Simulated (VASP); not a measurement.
# Fe (I4_1/amd) in VASP: a series of runs

Fe is run at these levels: PBE; tasks: single point, relaxation of cell and atoms.

Everything below comes from runs of VASP 6.6.1. Logs are shortened: lines on timing, memory, paths and dates and some standing lists are left out, and cuts for length are marked.

## (1) The cell of the first run

It takes space group I4_1/amd (No. 141, tetragonal). Conventional cell: a = 4.453 Å, b = 4.453 Å, c = 2.429 Å, α = 90.00°, β = 90.00°, γ = 90.00°. Within 3.1 Å of Fe (site symmetry -4m2) lie 10 Fe at 2.31 to 2.88 Å.

## (2) Single point, PBE, collinear spin, ferromagnetic start

The input, INCAR:

```
PREC = Accurate ; ENCUT = 520
EDIFF = 1E-7 ; ISMEAR = 0
SIGMA = 0.1 ; LREAL = False
LASPH = True ; NELM = 150
ALGO = Normal ; ISIF = 2
LWAVE = False ; LCHARG = True
ISPIN = 2 ; MAGMOM = 4 4
LORBIT = 11 ; LMAXMIX = 4
GGA = PE ; LELF = True
LVHAR = True ; NBANDS = 19
```

The input, KPOINTS:

```
Automatic mesh
0
Gamma
  8 8 8
```

The input, POSCAR:

```
Fe
1.0
   -2.2266965569      2.2266965569      1.2147040754
    2.2266965569     -2.2266965569      1.2147040754
    2.2266965569      2.2266965569     -1.2147040754
Fe
2
Direct
    0.0000000000      0.0000000000      0.0000000000
    0.7500000000      0.2500000000      0.5000000000
```

Potentials or basis: VASP PAW PBE potentials, release 64 (Fe).

Launch:

```
$ cat potpaw_PBE.64/Fe/POTCAR > POTCAR
$ mpirun -np 1 vasp_std > vasp.out
```

OUTCAR:

```text
PREC = Accurate
   ENCUT = 520
   EDIFF = 1E-7
   ISMEAR = 0
   LREAL = False
   LASPH = True
   NELM = 150
   ISIF = 2
   ISPIN = 2
   LORBIT = 11
   GGA = PE

 ion  position               nearest neighbor table
   1  0.000  0.000  0.000-   2 2.31   2 2.31   2 2.31   2 2.31   2 2.88   2 2.88   2 2.88   2 2.88

   2  0.750  0.250  0.500-   1 2.31   1 2.31   1 2.31   1 2.31   1 2.88   1 2.88   1 2.88   1 2.88

  LATTYP: Found a body centered tetragonal cell.
 ALAT       =     4.4533931138
 C/A-ratio  =     0.5455184595

  Lattice vectors:

 A1 = (  -2.2266965569,   2.2266965569,   1.2147040754)
 A2 = (   2.2266965569,  -2.2266965569,   1.2147040754)
 A3 = (   2.2266965569,   2.2266965569,  -1.2147040754)

Analysis of symmetry for initial positions (statically):
=====================================================================
 Subroutine PRICEL returns:
 Original cell was already a primitive cell.

 Routine SETGRP: Setting up the symmetry group for a
 body centered tetragonal supercell.

 Subroutine GETGRP returns: Found 16 space group operations
 (whereof  8 operations were pure point group operations)
 out of a pool of 16 trial point group operations.

The static configuration has the point symmetry D_2d.
 The point group associated with its full space group is D_4h.

Analysis of symmetry for dynamics (positions and initial velocities):
=====================================================================
 Subroutine PRICEL returns:
 Original cell was already a primitive cell.

 Routine SETGRP: Setting up the symmetry group for a
 body centered tetragonal supercell.

 Subroutine GETGRP returns: Found 16 space group operations
 (whereof  8 operations were pure point group operations)
 out of a pool of 16 trial point group operations.

The dynamic configuration has the point symmetry D_2d.
 The point group associated with its full space group is D_4h.

Analysis of structural, dynamic, and magnetic symmetry:
=====================================================================
 Subroutine PRICEL returns:
 Original cell was already a primitive cell.

 Routine SETGRP: Setting up the symmetry group for a
 body centered tetragonal supercell.

 Subroutine GETGRP returns: Found 16 space group operations
 (whereof  8 operations were pure point group operations)
 out of a pool of 16 trial point group operations.

The overall configuration has the point symmetry D_2d.
 The point group associated with its full space group is D_4h.

 Subroutine INISYM returns: Found 16 space group operations
 (whereof  8 operations are pure point group operations),
 and found     1 'primitive' translations

[... 119 lines left out ...]
   GGA     = PE    functional components
   LHFCALC =     F    Hartree Fock is set to
   AEXX    =    0.0000 exact exchange contribution
   IVDW    =     0    specifies the selected vdW correction
   LEPSILON=     F    determine dielectric tensor
   LRPA    =     F    only Hartree local field effects (RPA)
 spin polarized calculation
 Gauss-broadening in eV      SIGMA  =   0.10
  energy-cutoff  :      520.00
  volume of cell :       24.09
 maximum number of plane-waves:       673
 NGX is ok and might be reduce to    28
   NGX = 13   NGY = 13   NGZ = 13

 number of electron      15.9999999 magnetization       4.5378612

 Free energy of the ion-electron system (eV)
  ---------------------------------------------------
  ext. energy  EPLUGINS =         0.00000000
  ---------------------------------------------------
  free energy    TOTEN  =       -15.42406829 eV

  energy without entropy =      -15.41131443  energy(sigma->0) =      -15.41769136

 E-fermi :   5.5927     XC(G=0): -12.7205

 val. band max:        5.5902330255   @ k =   0.2500   0.1250   0.1250
 cond. band min:       5.5994183867   @ k =  -0.3750  -0.3750   0.2500
 fundamental gap:      0.0091853612
 Fermi energy:         5.5927317375

 spin component 1

 k-point     1 :       0.0000    0.0000    0.0000
  band No.  band energies     occupation
      1      -2.8142      1.00000
      2       0.3128      1.00000
      3       1.7664      1.00000
      4       2.1142      1.00000
      5       2.5448      1.00000
      6       4.2039      1.00000
[... 517 lines left out ...]
     18      25.1802      0.00000
     19      27.1290      0.00000

 [... further k-points ...]

 spin component 2

 k-point     1 :       0.0000    0.0000    0.0000
  band No.  band energies     occupation
      1      -2.5287      1.00000
      2       2.1627      1.00000
      3       3.1503      1.00000
      4       3.6498      1.00000
      5       4.2306      1.00000
      6       6.8432      0.00000
[... 517 lines left out ...]
     18      25.7289      0.00000
     19      27.3484      0.00000

 [... further k-points ...]

------------------------ aborting loop because EDIFF is reached ----------------------------------------

  FORCE on cell =-STRESS in cart. coord.  units (eV):
  Direction    XX          YY          ZZ          XY          YZ          ZX
  --------------------------------------------------------------------------------------
  -------------------------------------------------------------------------------------
  Total        1.1702448      1.1702448      0.7204968      0.0000000     -0.0000000      0.0000000
  in kB       77.8277989     77.8277989     47.9170542      0.0000000     -0.0000000      0.0000000
  external PRESSURE =      67.8575507 kB  Pullay stress =       0.0000000 kB

 VOLUME and BASIS-vectors are now :
 -----------------------------------------------------------------------------
  energy-cutoff  :      520.00
  volume of cell :       24.09
      direct lattice vectors                 reciprocal lattice vectors
    -2.226696557  2.226696557  1.214704075     0.000000000  0.224547884  0.411622888
     2.226696557 -2.226696557  1.214704075     0.224547884  0.000000000  0.411622888
     2.226696557  2.226696557 -1.214704075     0.224547884  0.224547884  0.000000000

 POSITION                                       TOTAL-FORCE (eV/Angst)
 -----------------------------------------------------------------------------------
      0.00000      0.00000      0.00000         0.000000     -0.000000     -0.000000
      0.00000      2.22670      0.60735        -0.000000      0.000000      0.000000
 -----------------------------------------------------------------------------------
    total drift:                               -0.000000      0.000000      0.000000

  FREE ENERGIE OF THE ION-ELECTRON SYSTEM (eV)
  ---------------------------------------------------
  free  energy   TOTEN  =       -15.4240682869 eV

  energy  without entropy=      -15.4113144339  energy(sigma->0) =      -15.41769136

 total charge

# of ion       s       p       d       tot
------------------------------------------
    1        0.500   0.485   6.296   7.281
    2        0.500   0.485   6.296   7.281
--------------------------------------------------
tot          1.001   0.971  12.591  14.563

 magnetization (x)

# of ion       s       p       d       tot
------------------------------------------
    1       -0.000  -0.014   2.269   2.255
    2       -0.000  -0.014   2.269   2.255
--------------------------------------------------
tot         -0.000  -0.028   4.537   4.509
```

Run time: 44 s. Hardware: 1 thread of Intel Xeon 6975P-C (Granite Rapids), shared host; peak memory 0.18 GiB.

Results:

```
Free energy                                           : -15.4241 eV
Pressure                                              : 6.8 GPa
Net moment                                            : 4.54 μB per cell
Site moments                                          : Fe +2.25 μB
Valence electrons inside the program's atomic spheres : Fe 7.28
```

Levels at points of the mesh, in eV from the Fermi level:
Spin up:
```tsv
k point	band 6	band 7	band 8	band 9	band 10	band 11	band 12	band 13	band 14	band 15
(0.00, 0.00, 0.00)	-1.39	-1.39	-1.35	-1.35	-0.50	0.75	6.25	6.25	12.31	14.17
(0.50, 0.00, 0.00)	-2.20	-1.34	-1.32	-0.35	-0.20	1.55	4.89	7.97	8.30	12.28
(0.50, 0.50, 0.00)	-2.60	-1.61	-1.61	-0.83	-0.83	-0.56	-0.56	12.46	12.46	14.82
(0.50, 0.50, 0.50)	-1.83	-1.25	-1.25	-1.18	-1.18	-1.00	-1.00	5.18	5.18	19.53
```
Spin down:
```
           k point  band 3  band 4  band 5  band 6  band 7  band 8  band 9  band 10
(0.00, 0.00, 0.00)   -2.44   -1.94   -1.36    1.25    1.25    1.29    1.29     2.51
(0.50, 0.00, 0.00)   -2.03   -1.71   -0.33    0.16    0.21    1.49    1.69     1.72
(0.50, 0.50, 0.00)   -1.78   -1.78   -1.07   -1.07    0.86    0.86    1.75     1.75
(0.50, 0.50, 0.50)   -1.45   -1.45   -0.86   -0.86    1.01    1.01    1.46     1.46
```

Caveat: the k points lie up to 0.37 Å⁻¹ apart.

## (3) Single point, PBE, collinear spin, ferromagnetic start

This run uses another cell than the first one, of 12.83 Å³/atom, 1.065 times its volume.

The input, INCAR:

```
PREC     = Accurate       # precision mode
ENCUT    = 520            # plane-wave cutoff, eV
EDIFF    = 1E-7           # SCF threshold, eV
ISMEAR   = 0              # smearing method
SIGMA    = 0.1            # smearing width, eV
LREAL    = False          # projectors in reciprocal space
LASPH    = True           # aspherical terms in the spheres
NELM     = 150            # most SCF steps
ALGO     = Normal         # electronic algorithm
ISIF     = 2              # what is computed and relaxed
LWAVE    = False          # write WAVECAR
LCHARG   = True           # write CHGCAR
ISPIN    = 2              # spin polarisation
MAGMOM   = 2.44 2.44      # initial moments
LORBIT   = 11             # projections on sites
LMAXMIX  = 4              # l up to which the mixer works
GGA      = PE             # functional
LELF     = True           # ELF
LVHAR    = True         
NBANDS   = 19             # bands
```

The input, KPOINTS:

```
regular mesh
0
Gamma
  8 8 8
```

The input, POSCAR:

```
Fe
1.0
   -2.2873378134      2.2873378134      1.2260849782
    2.2873378134     -2.2873378134      1.2260849782
    2.2873378134      2.2873378134     -1.2260849782
Fe
2
Direct
    0.0000000000      0.0000000000      0.0000000000
    0.7500000000      0.2500000000      0.5000000000
```

Potentials or basis: VASP PAW PBE potentials, release 64 (Fe).

Launch:

```
$ cat potpaw_PBE.64/Fe/POTCAR > POTCAR
$ mpirun -np 1 vasp_std > vasp.out
```

It took 53 s on 1 thread of Intel Xeon 6975P-C (Granite Rapids), shared host; peak memory 0.18 GiB.

Results (log left out):

```yaml
Free_energy: -15.4586 eV
Pressure: -0.1 GPa
Net_moment: 5.05 μB per cell
Site_moments: Fe +2.52 μB
Valence_electrons_inside_the_program's_atomic_spheres: Fe 7.17
```

Stress tensor (GPa, compression positive):
```
-0.13  0.00  0.00
 0.00 -0.13  0.00
 0.00  0.00  0.06
```

Levels at points of the mesh, in eV from the Fermi level:
Spin up:
| k point | band 6 | band 7 | band 8 | band 9 | band 10 | band 11 | band 12 | band 13 | band 14 | band 15 |
| --- | --- | --- | --- | --- | --- | --- | --- | --- | --- | --- |
| (0.00, 0.00, 0.00) | -1.43 | -1.43 | -1.39 | -1.39 | -0.71 | 0.42 | 5.73 | 5.73 | 11.64 | 12.98 |
| (0.50, 0.00, 0.00) | -2.26 | -1.43 | -1.31 | -0.55 | -0.41 | 1.41 | 4.55 | 7.49 | 7.91 | 11.75 |
| (0.50, 0.50, 0.00) | -2.58 | -1.69 | -1.69 | -0.98 | -0.98 | -0.76 | -0.76 | 11.58 | 11.58 | 13.93 |
| (0.50, 0.50, 0.50) | -1.89 | -1.32 | -1.32 | -1.26 | -1.26 | -1.01 | -1.01 | 4.51 | 4.51 | 19.15 |
Spin down:
```csv
k point,band 2,band 3,band 4,band 5,band 6,band 7,band 8,band 9,band 10,band 11
"(0.00, 0.00, 0.00)",-2.98,-2.05,-1.71,-1.14,1.46,1.46,1.49,1.49,2.53,2.56
"(0.50, 0.00, 0.00)",-2.45,-1.71,-1.35,-0.17,0.32,0.42,1.60,1.76,1.77,3.17
"(0.50, 0.50, 0.00)",-4.42,-1.50,-1.50,-0.79,-0.79,0.99,0.99,1.87,1.87,2.03
"(0.50, 0.50, 0.50)",-3.23,-1.18,-1.18,-0.87,-0.87,1.14,1.14,1.63,1.63,1.67
```

Caveat: the k points lie up to 0.36 Å⁻¹ apart.

## (4) Relaxation of cell and atoms, PBE, collinear spin, ferromagnetic start

The input, INCAR:

```
SYSTEM = Fe
  ALGO = Normal
  EDIFF = 1E-6
  EDIFFG = -0.04
  ENCUT = 600
  GGA = PE
  IBRION = 2
  ISIF = 3
  ISMEAR = 0
  ISPIN = 2
  LASPH = .True.
  LCHARG = .False.
  LMAXMIX = 4
  LORBIT = 11
  LREAL = .False.
  LWAVE = .False.
  MAGMOM = 2.44 2.44
  NELM = 150
  NSW = 90
  PREC = Accurate
  SIGMA = 0.1
```

The input, KPOINTS:

```
k-points
0
Gamma
  8 8 8
  0 0 0
```

The input, POSCAR:

```
Fe
1.0
   -2.2266965569      2.2266965569      1.2147040754
    2.2266965569     -2.2266965569      1.2147040754
    2.2266965569      2.2266965569     -1.2147040754
Fe
2
Direct
    0.0000000000      0.0000000000      0.0000000000
    0.7500000000      0.2500000000      0.5000000000
```

Launch:

```
$ cat potpaw_PBE.64/Fe/POTCAR > POTCAR
$ mpirun -np 1 vasp_std > vasp.out
```

Wall time 95 s (1 thread of Intel Xeon 6975P-C (Granite Rapids), shared host); peak memory 0.19 GiB.

It converged, with:

| Property | Result |
| --- | --- |
| Free energy | -15.4573 eV |
| Relaxed volume | 12.82 Å³/atom |
| Relaxed cell | a = 3.457 Å, b = 3.457 Å, c = 3.457 Å, α = 97.23°, β = 97.23°, γ = 138.43° |
| Space group after relaxing (to 0.05 Å) | I4_1/amd (No. 141) |
| Energy gained by relaxing | 17.0 meV/atom |
| Ionic steps | 4 |
| Pressure after relaxing | 0.0 GPa |
| Net moment | 5.05 μB per cell |
| Site moments | Fe +2.51 μB |
| Valence electrons inside the program's atomic spheres | Fe 7.17 |

Stress tensor (GPa, compression positive):
```
 0.01  0.00  0.00
 0.00  0.01  0.00
 0.00  0.00 -0.13
```

The path:
| step | energy change (eV) | largest force (eV/Å) | pressure (GPa) | volume (Å³) |
| --- | --- | --- | --- | --- |
| 1 | 0.0000 | 0.0000 | 6.66 | 24.09 |
| 2 | -0.0327 | 0.0000 | -1.05 | 25.88 |
| 3 | -0.0333 | 0.0000 | -0.17 | 25.66 |
| 4 | -0.0340 | 0.0000 | -0.03 | 25.64 |

Final structure:
```xyz
2
Lattice="-2.2856 2.2856 1.2269 2.2856 -2.2856 1.2269 2.2856 2.2856 -1.2269" Properties=species:S:1:pos:R:3 pbc="T T T"
Fe   -2.2856    2.2856    1.2269
Fe    0.0000    2.2856    0.6134
```

Levels at points of the mesh, in eV from the Fermi level:
Spin up:
| k point | band 6 | band 7 | band 8 | band 9 | band 10 | band 11 | band 12 | band 13 | band 14 |
| --- | --- | --- | --- | --- | --- | --- | --- | --- | --- |
| (0.00, 0.00, 0.00) | -1.43 | -1.43 | -1.40 | -1.40 | -0.71 | 0.42 | 5.75 | 5.75 | 11.66 |
| (0.50, 0.00, 0.00) | -2.26 | -1.43 | -1.32 | -0.55 | -0.41 | 1.40 | 4.55 | 7.49 | 7.91 |
| (0.50, 0.50, 0.00) | -2.59 | -1.69 | -1.69 | -0.97 | -0.97 | -0.75 | -0.75 | 11.60 | 11.60 |
| (0.50, 0.50, 0.50) | -1.89 | -1.32 | -1.32 | -1.26 | -1.26 | -1.00 | -1.00 | 4.53 | 4.53 |
Spin down:
```
           k point  band 2  band 3  band 4  band 5  band 6  band 7  band 8  band 9  band 10  band 11
(0.00, 0.00, 0.00)   -2.98   -2.05   -1.71   -1.14    1.45    1.45    1.48    1.48     2.53     2.56
(0.50, 0.00, 0.00)   -2.46   -1.72   -1.36   -0.18    0.32    0.42    1.60    1.76     1.77     3.16
(0.50, 0.50, 0.00)   -4.42   -1.50   -1.50   -0.80   -0.80    0.99    0.99    1.86     1.86     2.03
(0.50, 0.50, 0.50)   -3.23   -1.18   -1.18   -0.87   -0.87    1.14    1.14    1.63     1.63     1.67
```

Caveat: the k points lie up to 0.36 Å⁻¹ apart in the final cell.

## (5) Summary

```tsv
task	cell	cutoff (eV)	gap on the mesh (eV)	pressure (GPa)	moment (μB)
single point	a = 3.375 Å, angles 97.4, 97.4, 137.8°, 2 atoms	520	none	6.8	4.54
single point	a = 3.459 Å, angles 97.2, 97.2, 138.5°, 2 atoms	520	none	-0.1	5.05
relaxation of cell and atoms	relaxed from a = 3.375 Å, angles 97.4, 97.4, 137.8°, 2 atoms	600	none	0.0	5.05
```

Alike in all rows: level PBE; potentials or basis VASP PAW PBE potentials, release 64 (Fe); spin collinear, ferromagnetic start; k mesh 8 × 8 × 8; smearing gaussian 0.1 eV.

Caveats: all runs use coarse meshes.

Total energies depend on the potentials used, so only differences within one code and one set of settings carry meaning.
